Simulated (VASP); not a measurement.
# BN (P6_3/mmc) in VASP: further runs

The runs below take BN through single point, with LDA, PBEsol.

Everything below comes from runs of VASP 6.6.1. Logs are shortened: lines on timing, memory, paths and dates and some standing lists are left out, and cuts for length are marked.

## (1) The cell of the first run

Symmetry: P6_3/mmc, No. 194, hexagonal system. Conventional cell: a = 2.498 Å, b = 2.498 Å, c = 6.636 Å, α = 90.00°, β = 90.00°, γ = 120.00°. Within 1.9 Å of N (site symmetry -6m2) lie 3 B at 1.44 Å. Within 1.9 Å of B (site symmetry -6m2) lie 3 N at 1.44 Å.

## (2) Single point, LDA

File INCAR:

```
  PREC = Accurate
  ENCUT = 520
  EDIFF = 1E-6
  ISMEAR = -1
  SIGMA = 0.05
  LREAL = False
  LASPH = True
  NELM = 60
  ALGO = Normal
  ISIF = 2
  LWAVE = False
  LCHARG = False
  GGA = CA
  NBANDS = 16
```

File KPOINTS:

```
regular mesh
0
Gamma
  7 7 3
```

File POSCAR:

```
BN
1.0
    2.4982400000      0.0000000000      0.0000000000
   -1.2491200000      2.1635393048      0.0000000000
    0.0000000000      0.0000000000      6.6357000000
N B
2 2
Direct
    0.6666666667      0.3333333333      0.2500000000
    0.3333333333      0.6666666667      0.7500000000
    0.6666666667      0.3333333333      0.7500000000
    0.3333333333      0.6666666667      0.2500000000
```

Potentials or basis: VASP PAW LDA potentials, release 64 (N, B).

Run with:

```bash
$ cat potpaw_LDA.64/N/POTCAR potpaw_LDA.64/B/POTCAR > POTCAR
$ mpirun -np 1 vasp_std > vasp.out
```

OUTCAR:

```text
PREC = Accurate
   ENCUT = 520
   EDIFF = 1E-6
   ISMEAR = -1
   LREAL = False
   LASPH = True
   NELM = 60
   ISIF = 2
   GGA = CA

 ion  position               nearest neighbor table
   1  0.667  0.333  0.250-   4 1.44   4 1.44   4 1.44
   2  0.333  0.667  0.750-   3 1.44   3 1.44   3 1.44
   3  0.667  0.333  0.750-   2 1.44   2 1.44   2 1.44
   4  0.333  0.667  0.250-   1 1.44   1 1.44   1 1.44

  LATTYP: Found a hexagonal cell.
 ALAT       =     2.4982400000
 C/A-ratio  =     2.6561499296

  Lattice vectors:

 A1 = (   2.4982400000,   0.0000000000,   0.0000000000)
 A2 = (  -1.2491200000,   2.1635393048,   0.0000000000)
 A3 = (   0.0000000000,   0.0000000000,   6.6357000000)

Analysis of symmetry for initial positions (statically):
=====================================================================
 Subroutine PRICEL returns:
 Original cell was already a primitive cell.

 Routine SETGRP: Setting up the symmetry group for a
 hexagonal supercell.

 Subroutine GETGRP returns: Found 24 space group operations
 (whereof 12 operations were pure point group operations)
 out of a pool of 24 trial point group operations.

The static configuration has the point symmetry D_3d.
 The point group associated with its full space group is D_6h.

Analysis of symmetry for dynamics (positions and initial velocities):
=====================================================================
 Subroutine PRICEL returns:
 Original cell was already a primitive cell.

 Routine SETGRP: Setting up the symmetry group for a
 hexagonal supercell.

 Subroutine GETGRP returns: Found 24 space group operations
 (whereof 12 operations were pure point group operations)
 out of a pool of 24 trial point group operations.

The dynamic configuration has the point symmetry D_3d.
 The point group associated with its full space group is D_6h.

 Subroutine INISYM returns: Found 24 space group operations
 (whereof 12 operations are pure point group operations),
 and found     1 'primitive' translations

----------------------------------------------------------------------------------------

                                     Primitive cell

  volume of cell :      35.8662

  direct lattice vectors                    reciprocal lattice vectors
     2.498240000  0.000000000  0.000000000     0.400281798  0.231102804  0.000000000
    -1.249120000  2.163539305  0.000000000     0.000000000  0.462205608  0.000000000
     0.000000000  0.000000000  6.635700000     0.000000000  0.000000000  0.150700002

  length of vectors
     2.498240000  2.498240000  6.635700000     0.462205608  0.462205608  0.150700002

  position of ions in fractional coordinates (direct lattice)
     0.666666667  0.333333333  0.250000000
     0.333333333  0.666666667  0.750000000
     0.666666667  0.333333333  0.750000000
     0.333333333  0.666666667  0.250000000

  ion indices of the primitive-cell ions
   primitive index   ion index
                 1           1
                 2           2
                 3           3
                 4           4

----------------------------------------------------------------------------------------

 KPOINTS: regular mesh

Automatic generation of k-mesh.
 Grid dimensions read from file:
 generate k-points for:    7    7    3

 Generating k-lattice:

  Cartesian coordinates                     Fractional coordinates (reciprocal lattice)
     0.057183114  0.033014686  0.000000000     0.142857143 -0.000000000  0.000000000
     0.000000000  0.066029373  0.000000000     0.000000000  0.142857143  0.000000000
     0.000000000  0.000000000  0.050233334     0.000000000  0.000000000  0.333333333

  Length of vectors
     0.066029373  0.066029373  0.050233334

  Shift w.r.t. Gamma in fractional coordinates (k-lattice)
     0.000000000  0.000000000  0.000000000

 Subroutine IBZKPT returns following result:
 ===========================================

 Found     16 irreducible k-points:

 Following reciprocal coordinates:
            Coordinates               Weight
  0.000000  0.000000  0.000000      1.000000
  0.142857 -0.000000  0.000000      6.000000
  0.285714 -0.000000  0.000000      6.000000
  0.428571  0.000000  0.000000      6.000000
  0.142857  0.142857  0.000000      6.000000
  0.285714  0.142857  0.000000     12.000000
[... 8 lines left out ...]
  0.428571  0.142857  0.333333     12.000000
  0.285714  0.285714  0.333333     12.000000
   k-points           NKPTS =     16   k-points in BZ     NKDIM =     16   number of bands    NBANDS=     16
   number of dos      NEDOS =    301   number of ions     NIONS =      4
   total plane-waves  NPLWV =  20000
   dimension x,y,z NGX =    20 NGY =   20 NGZ =   50
   dimension x,y,z NGXF=    40 NGYF=   40 NGZF=  100
   ions per type =               2   2
   NGX,Y,Z   is equivalent  to a cutoff of  13.31, 13.31, 12.53 a.u.
   NGXF,Y,Z  is equivalent  to a cutoff of  26.62, 26.62, 25.05 a.u.
 SYSTEM =  unknown system
   PREC   = accura    normal or accurate (medium, high low for compatibility)
   ISTART =      0    job   : 0-new  1-cont  2-samecut
   ICHARG =      2    charge: 1-file 2-atom 10-const
   ISPIN  =      1    spin polarized calculation?
   LNONCOLLINEAR =      F non collinear calculations
   LSORBIT =      F    spin-orbit coupling
   LASPH  =      T    aspherical Exc in radial PAW
   ENCUT  =  520.0 eV  38.22 Ry    6.18 a.u.   4.65  4.65 12.34*2*pi/ulx,y,z
   NELM   =     60;   NELMIN=  2; NELMDL= -5     # of ELM steps
   EDIFF  = 0.1E-05   stopping-criterion for ELM
   LREAL  =      F    real-space projection
   EDIFFG = 0.1E-04   stopping-criterion for IOM
   NSW    =      0    number of steps for IOM
   IBRION =     -1    ionic relax: 0-MD 1-quasi-New 2-CG
   NFREE  =      0    steps in history (QN), initial steepest desc. (CG)
   ISIF   =      2    stress and relaxation
   ISYM   =      2    0-nonsym 1-usesym 2-fastsym
   POTIM  = 0.5000    time-step for ionic-motion
   TEBEG  =    0.0;   TEEND  =   0.0 temperature during run
   PSTRESS=    0.0 pullay stress
   NELECT =      16.0000    total number of electrons
   NUPDOWN=      -1.0000    fix difference up-down
   EMIN   =  10.00;   EMAX   =-10.00  energy-range for DOS
   EFERMI =   0.00;   METHOD = LEGACY
   ISMEAR =    -1;   SIGMA  =   0.05  broadening in eV -4-tet -1-fermi 0-gaus
   EFERMI_NEDOS =   21; number of points for ismear=-14 and -15
   IALGO  =     38    algorithm
   IMIX   =      4    mixing-type and parameters
     AMIX     =   0.40;   BMIX     =  1.00
     AMIX_MAG =   1.60;   BMIX_MAG =  1.00
  volume/ion in A,a.u.               =       8.97        60.51
  Fermi-wavevector in a.u.,A,eV,Ry     =   1.250891  2.363842 21.289433  1.564729
  Thomas-Fermi vector in A             =   2.384864
   LORBIT       =      0    0 simple, 1 ext, 2 COOP (PROOUT), +10 PAW based schemes
   GGA     = CA    functional components
   LHFCALC =     F    Hartree Fock is set to
   AEXX    =    0.0000 exact exchange contribution
   IVDW    =     0    specifies the selected vdW correction
   LEPSILON=     F    determine dielectric tensor
   LRPA    =     F    only Hartree local field effects (RPA)
 non-spin polarized calculation
  energy-cutoff  :      520.00
  volume of cell :       35.87
 maximum number of plane-waves:       985
 NGX is ok and might be reduce to    20
   NGX =  9   NGY =  9   NGZ = 25

 number of electron      16.0000003 magnetization

 Free energy of the ion-electron system (eV)
  ---------------------------------------------------
  ext. energy  EPLUGINS =         0.00000000
  ---------------------------------------------------
  free energy    TOTEN  =       -38.57656641 eV

  energy without entropy =      -38.57656641  energy(sigma->0) =      -38.57656641

 E-fermi :   3.2057     XC(G=0): -10.5395

 val. band max:        2.1678767429   @ k =   0.2857   0.2857   0.0000
 cond. band min:       6.4710341050   @ k =   0.4286   0.1429   0.0000
 fundamental gap:      4.3031573622
 Fermi energy:         3.2057392879

 k-point     1 :       0.0000    0.0000    0.0000
  band No.  band energies     occupation
      1     -15.4486      2.00000
      2     -15.1323      2.00000
      3      -4.1863      2.00000
      4      -1.9670      2.00000
      5       0.8485      2.00000
      6       0.8485      2.00000
[... 8 lines left out ...]
     15      14.6288      0.00000
     16      15.1170      0.00000

 k-point     2 :       0.1429   -0.0000    0.0000
  band No.  band energies     occupation
      1     -15.0496      2.00000
      2     -14.7481      2.00000
      3      -3.6338      2.00000
      4      -1.4740      2.00000
      5      -0.6415      2.00000
      6      -0.6052      2.00000
[... 8 lines left out ...]
     15      15.4542      0.00000
     16      15.7908      0.00000

 k-point     3 :       0.2857   -0.0000    0.0000
  band No.  band energies     occupation
      1     -13.9266      2.00000
      2     -13.6730      2.00000
      3      -3.6775      2.00000
      4      -3.6039      2.00000
      5      -2.0463      2.00000
      6      -1.0874      2.00000
[... 8 lines left out ...]
     15      17.6317      0.00000
     16      19.2299      0.00000

 k-point     4 :       0.4286    0.0000    0.0000
  band No.  band energies     occupation
      1     -12.5120      2.00000
      2     -12.3719      2.00000
      3      -6.2688      2.00000
      4      -6.1862      2.00000
      5      -1.8813      2.00000
      6      -1.8157      2.00000
[... 8 lines left out ...]
     15      17.0579      0.00000
     16      20.7963      0.00000

 k-point     5 :       0.1429    0.1429    0.0000
  band No.  band energies     occupation
      1     -14.2845      2.00000
      2     -14.0136      2.00000
      3      -2.5598      2.00000
      4      -2.5183      2.00000
      5      -2.5025      2.00000
      6      -1.1853      2.00000
[... 8 lines left out ...]
     15      16.8041      0.00000
     16      16.9929      0.00000

 k-point     6 :       0.2857    0.1429    0.0000
  band No.  band energies     occupation
      1     -12.9512      2.00000
      2     -12.7536      2.00000
      3      -5.0667      2.00000
      4      -4.9958      2.00000
      5      -2.5449      2.00000
      6      -2.4765      2.00000
[... 8 lines left out ...]
     15      16.9330      0.00000
     16      19.3074      0.00000
[... 115 lines left out ...]
 k-point    13 :       0.1429    0.1429    0.3333
  band No.  band energies     occupation
      1     -14.2197      2.00000
      2     -14.0844      2.00000
      3      -2.5564      2.00000
      4      -2.5206      2.00000
      5      -2.0839      2.00000
      6      -1.2136      2.00000
[... 8 lines left out ...]
     15      16.7770      0.00000
     16      16.7772      0.00000

 k-point    14 :       0.2857    0.1429    0.3333
  band No.  band energies     occupation
      1     -12.9032      2.00000
      2     -12.8045      2.00000
      3      -5.0531      2.00000
      4      -5.0175      2.00000
      5      -2.5307      2.00000
      6      -2.4963      2.00000
[... 8 lines left out ...]
     15      17.6050      0.00000
     16      18.8478      0.00000

 k-point    15 :       0.4286    0.1429    0.3333
  band No.  band energies     occupation
      1     -11.9814      2.00000
      2     -11.9484      2.00000
      3      -6.4788      2.00000
      4      -6.4407      2.00000
      5      -2.9978      2.00000
      6      -2.9597      2.00000
[... 8 lines left out ...]
     15      17.3410      0.00000
     16      19.6376      0.00000

 k-point    16 :       0.2857    0.2857    0.3333
  band No.  band energies     occupation
      1     -11.8151      2.00000
      2     -11.7720      2.00000
      3      -5.8280      2.00000
      4      -5.7805      2.00000
      5      -4.3635      2.00000
      6      -4.3485      2.00000
[... 8 lines left out ...]
     15      18.3039      0.00000
     16      18.5425      0.00000

------------------------ aborting loop because EDIFF is reached ----------------------------------------

  FORCE on cell =-STRESS in cart. coord.  units (eV):
  Direction    XX          YY          ZZ          XY          YZ          ZX
  --------------------------------------------------------------------------------------
  -------------------------------------------------------------------------------------
  Total       -0.7586648     -0.7586648     -0.1637139      0.0000000     -0.0000000      0.0000000
  in kB      -33.8902546    -33.8902546     -7.3132502      0.0000000     -0.0000000      0.0000000
  external PRESSURE =     -25.0312531 kB  Pullay stress =       0.0000000 kB

 VOLUME and BASIS-vectors are now :
 -----------------------------------------------------------------------------
  energy-cutoff  :      520.00
  volume of cell :       35.87
      direct lattice vectors                 reciprocal lattice vectors
     2.498240000  0.000000000  0.000000000     0.400281798  0.231102804  0.000000000
    -1.249120000  2.163539305  0.000000000     0.000000000  0.462205608  0.000000000
     0.000000000  0.000000000  6.635700000     0.000000000  0.000000000  0.150700002

 POSITION                                       TOTAL-FORCE (eV/Angst)
 -----------------------------------------------------------------------------------
      1.24912      0.72118      1.65892        -0.000000     -0.000000      0.000000
     -0.00000      1.44236      4.97677         0.000000      0.000000      0.000000
      1.24912      0.72118      4.97677        -0.000000     -0.000000      0.000000
     -0.00000      1.44236      1.65892         0.000000      0.000000      0.000000
 -----------------------------------------------------------------------------------
    total drift:                                0.000000     -0.000000      0.000000

  FREE ENERGIE OF THE ION-ELECTRON SYSTEM (eV)
  ---------------------------------------------------
  free  energy   TOTEN  =       -38.5765664125 eV

  energy  without entropy=      -38.5765664124  energy(sigma->0) =      -38.57656641
```

Run time: 10 s. Hardware: 1 thread of AMD EPYC 7R13, shared host; peak memory 0.1 GiB.

What came out:

```yaml
Free_energy: -38.5766 eV
Pressure: -2.5 GPa
Band_gap_on_the_k_mesh: 4.30 eV (least direct gap 4.52 eV)
```

Caveat: an odd mesh through Γ misses points on the zone boundary, where band edges can lie.

## (3) Single point, PBEsol

File INCAR:

```
SYSTEM = BN
PREC     = Accurate       ! precision mode
ENCUT    = 520            ! plane-wave cutoff, eV
EDIFF    = 1E-7           ! SCF threshold, eV
ISMEAR   = -1             ! smearing method
SIGMA    = 0.05           ! smearing width, eV
LREAL    = .FALSE.        ! projectors in reciprocal space
LASPH    = .TRUE.         ! aspherical terms in the spheres
NELM     = 80             ! most SCF steps
ALGO     = Normal         ! electronic algorithm
ISIF     = 2              ! what is computed and relaxed
LWAVE    = .FALSE.        ! write WAVECAR
LCHARG   = .FALSE.        ! write CHGCAR
GGA      = PS             ! functional
NBANDS   = 16             ! bands
```

File KPOINTS:

```
Automatic mesh
0
G
  7 7 3
  0 0 0
```

POSCAR is that of step 2.

Potentials or basis: VASP PAW PBE potentials, release 64 (N, B).

Run with:

```bash
$ cat potpaw_PBE.64/N/POTCAR potpaw_PBE.64/B/POTCAR > POTCAR
$ mpirun -np 1 vasp_std > vasp.out
```

Wall time 16 s (1 thread of AMD EPYC 7R13, shared host); peak memory 0.11 GiB.

The run converged. Its results:

| Item | Value |
| --- | --- |
| Free energy | -36.5623 eV |
| Pressure | 2.5 GPa |
| Band gap on the k mesh | 4.40 eV (least direct gap 4.61 eV) |

Stress tensor (GPa, compression positive):
```
3.29 0.00 0.00
0.00 3.29 0.00
0.00 0.00 0.81
```

Levels at points of the mesh, in eV from the valence-band top:
| k point | band 4 | band 5 | band 6 | band 7 | band 8 | band 9 | band 10 | band 11 | band 12 | band 13 |
| --- | --- | --- | --- | --- | --- | --- | --- | --- | --- | --- |
| (0.00, 0.00, 0.00) | -4.13 | -1.28 | -1.28 | -1.24 | -1.24 | 5.08 | 10.23 | 11.58 | 11.58 | 11.71 |

Caveat: the PAW data sets were made with another functional, which shifts forces and pressure a little; an odd mesh through Γ misses points on the zone boundary, where band edges can lie; this functional lacks dispersion, which binds the layers, so the pressure and a relaxed spacing across them are unreliable.
